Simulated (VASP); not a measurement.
Runs of VASP 6.6.1 on InP. The structure is that of space group F-43m (No. 216), or close to it. The cells are those of the table. 

```tsv
level	cell	smearing	gap on the mesh (eV)	pressure (GPa)
PBE	a = 4.376 Å, angles 60.0°, 2 atoms	fermi-dirac 0.02 eV	none	-5.1
PBE	a = 4.144, b = 4.144, c = 4.110 Å, angles 60.3, 60.3, 59.5°, 2 atoms	fermi-dirac 0.02 eV	0.73	(b)
PBE	a = 4.177, b = 4.140, c = 4.140 Å, angles 60.6, 59.7, 59.7°, 2 atoms	fermi-dirac 0.02 eV	0.63	2.9
r2SCAN	a = 4.376 Å, angles 60.0°, 2 atoms	fermi-dirac 0.02 eV	(a)	-7.0
r2SCAN	a = 4.144, b = 4.144, c = 4.110 Å, angles 60.3, 60.3, 59.5°, 2 atoms	gaussian 0.01 eV	1.19	(c)
r2SCAN	a = 4.177, b = 4.140, c = 4.140 Å, angles 60.6, 59.7, 59.7°, 2 atoms	gaussian 0.01 eV	1.08	1.2
```

Alike in all rows: task single point; potentials or basis VASP PAW PBE potentials, release 64 (In_d, P); no spin polarisation; k mesh 8 × 8 × 8; cutoff (eV) 520.

Problem. Estimate the missing entries.

Solution. (a) 0.22; (b) 4.0; (c) 2.3.

Caveats: spin-orbit coupling is left out, which moves the levels of the heavy elements; the PAW data sets were made with another functional, which shifts forces and pressure a little (some runs).

A k mesh can miss the band edges, and the runs leave out spin-orbit coupling on In.

A gap of «none» marks levels without a gap at the run's occupations.
